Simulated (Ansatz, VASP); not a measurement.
# Two plane-wave programs on Ti

File INCAR:

```
ALGO = Fast
EDIFF = 1E-7
ENCUT = 520
GGA = CA
ISIF = 2
ISMEAR = 0
LASPH = True
LCHARG = False
LREAL = False
LWAVE = False
NBANDS = 19
NELM = 80
PREC = Accurate
SIGMA = 0.15
```

File KPOINTS:

```
k-points
0
Gamma
  18 18 10
```

The input POSCAR:

```
Ti
1.0
    2.9499978604      0.0000000000      0.0000000000
   -1.4749989302      2.5547730882      0.0000000000
    0.0000000000      0.0000000000      4.6860000000
Ti
2
Direct
    0.3333333333      0.6666666667      0.2500000000
    0.6666666667      0.3333333333      0.7500000000
```

Input for Ansatz:

```yaml
crystal:
  lattice:
    - [2.9499978604, 0.0, 0.0]
    - [-1.4749989302, 2.5547730882, 0.0]
    - [0.0, 0.0, 4.686]
  atoms:
    - { symbol: Ti, position: [0.3333333333, 0.6666666667, 0.25] }
    - { symbol: Ti, position: [0.6666666667, 0.3333333333, 0.75] }
basis:
  ecutwfc: 420
kpoints:
  mp_grid: { grid: [18, 18, 10] }
hamiltonian:
  xc: lda
scf:
  occupations: { method: gaussian, width: 0.15 }
output:
  forces: true
  stress: true
  eigenvalues: true
```

Alike in both runs: task single point; functional LDA; k mesh 18 × 18 × 10; occupations gaussian, width 0.15 eV; no spin polarisation.

|  | VASP | Ansatz |
| --- | --- | --- |
| version | VASP 6.6.1 | Ansatz 0.2.0 |
| potentials or method | VASP PAW LDA potentials, release 64 (Ti_sv), cutoff 520 eV | scalar-relativistic, plane waves, PAW |
| valence electrons in the cell | 24 | 24 |

VASP gave:

```
gap on the k mesh at the Fermi level (eV)                     : none
pressure (GPa)                                                : -10.0
traceless stress, the component that is largest in VASP (GPa) : -0.41
```

Which values does Ansatz return?

gap on the k mesh at the Fermi level (eV): none; pressure (GPa): -9.9; traceless stress, the component that is largest in VASP (GPa): -0.42.

LDA's correlation is that of Perdew and Zunger in VASP and of Perdew and Wang (1992) in Ansatz. A gap of «none» marks a metal or a gap that the smearing closes.
